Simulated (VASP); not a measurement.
## BaS: dielectric tensor with PBEsol

Crystal: BaS.

```
CELL_PARAMETERS angstrom
0.00000 3.19375 3.19375
3.19375 0.00000 3.19375
3.19375 3.19375 0.00000
ATOMIC_POSITIONS crystal
Ba 0.00000 0.00000 0.00000
S 0.50000 0.50000 0.50000
```

```yaml
Program: VASP 6.6.1
Task: dielectric tensor
Functional: PBEsol
Potentials_or_basis: VASP PAW PBE potentials, release 64 (Ba_sv, S)
Cutoff: 520 eV
k_mesh: 7 × 7 × 7
Occupations: gaussian, width 0.01 eV
Spin: no spin polarisation
Dipole_correction: no
Further_INCAR_settings: ALGO = Normal; EDIFF = 1e-08
```

| Property | Result |
| --- | --- |
| Band gap on the k mesh | 2.04 eV, indirect (least direct gap 2.19 eV) |
| Electronic dielectric tensor (diagonal) | 5.05 |
| Born charges (mean of the diagonal) | Ba +2.62; S -2.62 e |

Levels at points of the mesh, in eV from the valence-band top:
```
           k point  band 6  band 7  band 8  band 9  band 10  band 11
(0.00, 0.00, 0.00)    0.00    0.00    0.00    3.41     3.78     3.78
```

Electronic dielectric tensor:
```
5.05 0.00 0.00
0.00 5.05 0.00
0.00 0.00 5.05
```

Born effective charge tensors (e):
atom 1, Ba
```
2.62 0.00 0.00
0.00 2.62 0.00
0.00 0.00 2.62
```
atom 2, S
```
-2.62  0.00  0.00
 0.00 -2.62  0.00
 0.00  0.00 -2.62
```

It took 2.6 min on 1 thread of Intel(R) Xeon(R) 6975P-C (Granite Rapids) (shared host), peak memory 0.28 GiB.

Caveat: spin-orbit coupling is left out, which moves the levels of the heavy elements. Expect the measured gap to be larger: semilocal functionals such as PBEsol lack the derivative discontinuity.
